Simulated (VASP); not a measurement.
SnO2, 6 atoms in the cell. Symmetry: P4_2/mnm, No. 136, tetragonal system. The conventional cell has a = 4.712 Å, b = 4.712 Å, c = 3.168 Å, α = 90.00°, β = 90.00°, γ = 90.00°. Sn (site symmetry mmm) has 6 O at 2.04 to 2.05 Å within 2.7 Å. Within 2.7 Å of O (site symmetry m2m) lie 3 Sn at 2.04 to 2.05 Å and 1 O at 2.59 Å.  This cell differs from its parent crystal: volume changed by -3%.

| Quantity | Value |
| --- | --- |
| Program | VASP 6.6.1 |
| Task | single point |
| Functional | r2SCAN |
| Potentials or basis | VASP PAW PBE potentials, release 64 (Sn_d, O) |
| Cutoff | 520 eV |
| k mesh | 4 × 4 × 6 |
| Occupations | gaussian, width 0.01 eV |
| Spin | no spin polarisation |
| Dipole correction | no |
| Further INCAR settings | ALGO = Normal; EDIFF = 1e-07; NBANDS = 35 |

Potentials or basis: VASP PAW PBE potentials, release 64 (Sn_d, O).

Command:

```bash
$ cat potpaw_PBE.64/Sn_d/POTCAR potpaw_PBE.64/O/POTCAR > POTCAR
$ cp INCAR.step1 INCAR
$ mpirun -np 1 vasp_std > vasp.out
$ cp INCAR.step2 INCAR
$ mpirun -np 1 vasp_std > vasp.out
```

Hardware: 1 thread of AMD EPYC 7R13 Processor (Zen 3) (shared host).

Task: How long does it take, and how much memory?

Result: It took 3.6 min on 1 thread of AMD EPYC 7R13 Processor (Zen 3), with other jobs on the host, peak memory 0.17 GiB. Counts: k points 24.
